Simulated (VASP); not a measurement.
Input of a VASP 6.6.1 run:

File INCAR:

```
ALGO = Normal ; EDIFF = 1E-6
ENCUT = 520 ; GGA = PE
ISIF = 2 ; ISMEAR = 0
LASPH = True ; LCHARG = True
LELF = True ; LREAL = False
LVHAR = True ; LWAVE = False
NBANDS = 56 ; NELM = 100
PREC = Accurate ; SIGMA = 0.02
```

File KPOINTS:

```
k-points
0
Gamma
  6 6 6
```

Contents of POSCAR:

```
BeZn2O3
1.0
    4.6431287679     -2.6767484525      0.0000000000
    4.6431287679      2.6767484525      0.0000000000
    0.0000000000      0.0000000000      4.9237591872
Be Zn O
2 4 6
Direct
    0.8445712632      0.1554287368      0.9983194122
    0.1554287368      0.8445712632      0.4983194122
    0.4842180461      0.8352313731      0.0001701993
    0.8352313731      0.4842180461      0.5001701993
    0.5157819539      0.1647686269      0.5001701993
    0.1647686269      0.5157819539      0.0001701993
    0.8336410161      0.4591551932      0.0926731635
    0.5408448068      0.1663589839      0.0926731635
    0.1209602089      0.8790397911      0.1567938620
    0.4591551932      0.8336410161      0.5926731635
    0.1663589839      0.5408448068      0.5926731635
    0.8790397911      0.1209602089      0.6567938620
```

Potentials or basis: VASP PAW PBE potentials, release 64 (Be, Zn, O).

Command:

```sh
$ cat potpaw_PBE.64/Be/POTCAR potpaw_PBE.64/Zn/POTCAR potpaw_PBE.64/O/POTCAR > POTCAR
$ mpirun -np 1 vasp_std > vasp.out
```

**Question.** Estimate the band gap on the k mesh.

**Answer.** 2.06 eV.

**Question.** Predict the pressure.

**Answer.** 0.8 GPa.

Forces on the atoms (eV/Å):
```
Be   0.000 -0.001 -0.005
Be   0.000  0.001 -0.005
Zn   0.001 -0.001  0.000
Zn   0.001  0.001  0.000
Zn  -0.001  0.001  0.000
Zn  -0.001 -0.001  0.000
O   -0.044 -0.026 -0.017
O    0.044 -0.026 -0.017
O    0.000  0.047  0.039
O   -0.044  0.026 -0.017
O    0.044  0.026 -0.017
O    0.000 -0.047  0.039
```

A k mesh can miss the band edges.
